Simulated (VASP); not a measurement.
Here is a VASP 6.6.1 calculation.

File INCAR:

```
PREC = Accurate ; ENCUT = 520
EDIFF = 1E-7 ; ISMEAR = 0
SIGMA = 0.05 ; LREAL = Auto
LASPH = T ; NELM = 100
ALGO = Normal ; ISIF = 2
LWAVE = F ; LCHARG = F
GGA = PE ; IVDW = 12
NBANDS = 118 ; NELECT = 184.0
```

The input KPOINTS:

```
Automatic mesh
0
Gamma
  2 2 2
```

The input POSCAR:

```
Al16NO22
1.0
   -4.8050270000     -2.7741840000      4.3720840000
    4.8050270000     -2.7741840000      4.3720840000
    0.0000000000      5.5483680000      4.3720840000
Al O N
16 22 1
Direct
    0.1452650628      0.1479851307      0.1516381024
    0.3513000411      0.3487629065      0.3526439537
    0.6348890150      0.6350942168      0.6448617254
    0.8544905544      0.8633876949      0.8684002851
    0.6395533724      0.6429077760      0.1432843313
    0.8267544912      0.8631986152      0.3449105879
    0.1527070468      0.1509505531      0.6465263398
    0.3576663507      0.3410847581      0.8577288215
    0.6623402356      0.1403390065      0.6406326888
    0.8583191557      0.3529093006      0.8533297726
    0.1419556555      0.6460033955      0.1522145596
    0.3476494686      0.8533758672      0.3486793360
    0.1773046193      0.6350258766      0.6552876926
    0.3474351476      0.8515917319      0.8544819278
    0.6442149891      0.1563097182      0.1450934464
    0.8542239802      0.3553308419      0.3484769998
    0.4054925328      0.5917597484      0.7594850093
    0.4082481479      0.2457566572      0.5975534907
    0.5872453601      0.7393246305      0.3910804479
    0.7579579917      0.4082814966      0.5943989167
    0.2456119518      0.5961954137      0.4065931684
    0.5920761075      0.4028569835      0.2460099009
    0.9178357431      0.1062908756      0.7567639132
    0.0983141720      0.2505799136      0.4041044844
    0.2481583476      0.8963322289      0.5998146564
    0.7520858012      0.1099102213      0.3902795513
    0.0871181154      0.9020583853      0.2563210698
    0.8999928351      0.6048036509      0.2634499613
    0.9062863224      0.2551207827      0.0967210553
    0.0924899364      0.7474152885      0.8969065564
    0.2488365130      0.4031938142      0.0976910871
    0.7542179716      0.5884738457      0.9093735593
    0.1026255959      0.4062286766      0.7487979134
    0.4003592303      0.0959676005      0.2502155504
    0.3952641083      0.7512331799      0.0930905147
    0.6008201685      0.2406317658      0.8977747137
    0.7400124525      0.9074473077      0.0982679064
    0.2556934263      0.0938246168      0.9048066680
    0.6799459315      0.8766270323      0.6879916420
```

Potentials or basis: VASP PAW PBE potentials, release 64 (Al, O, N).

The run is started by

```console
$ cat potpaw_PBE.64/Al/POTCAR potpaw_PBE.64/O/POTCAR potpaw_PBE.64/N/POTCAR > POTCAR
$ mpirun -np 1 vasp_std > vasp.out
```

Question: What does it give for the largest force?

Answer: 0.916 eV/Å.

Question: Predict the dispersion energy per atom.

Answer: -0.231 eV.

Forces on the atoms (eV/Å):
```
Al  -0.011 -0.011 -0.011
Al   0.006 -0.019 -0.004
Al   0.047  0.061  0.036
Al   0.053  0.006 -0.022
Al  -0.005 -0.016 -0.038
Al  -0.015 -0.169 -0.104
Al  -0.051 -0.005 -0.025
Al  -0.013  0.019  0.005
Al   0.106  0.056 -0.026
Al  -0.052 -0.033 -0.009
Al  -0.010 -0.073 -0.025
Al  -0.030  0.009  0.021
Al  -0.073  0.026  0.025
Al  -0.172 -0.191  0.124
Al  -0.007 -0.011  0.010
Al  -0.018  0.015  0.023
O   -0.074  0.061 -0.021
O    0.021 -0.030 -0.003
O   -0.053 -0.026  0.075
O    0.021 -0.036  0.032
O   -0.020 -0.015  0.008
O   -0.023 -0.012  0.009
O   -0.052 -0.046 -0.089
O   -0.009 -0.011 -0.005
O   -0.019 -0.016 -0.040
O   -0.071  0.054  0.026
O    0.001 -0.010 -0.011
O   -0.015 -0.025  0.003
O   -0.013 -0.009 -0.012
O    0.011 -0.051 -0.020
O   -0.008  0.000 -0.003
O   -0.069 -0.046  0.027
O   -0.035  0.015 -0.035
O   -0.021 -0.016  0.003
O   -0.014  0.018  0.011
O    0.019 -0.035  0.063
O   -0.004 -0.005  0.010
O   -0.028 -0.012  0.009
N    0.699  0.591 -0.018
```

Caveat: the k points lie up to 0.45 Å⁻¹ apart; the cell carries a net charge on a neutralising background, which shifts energy and pressure.
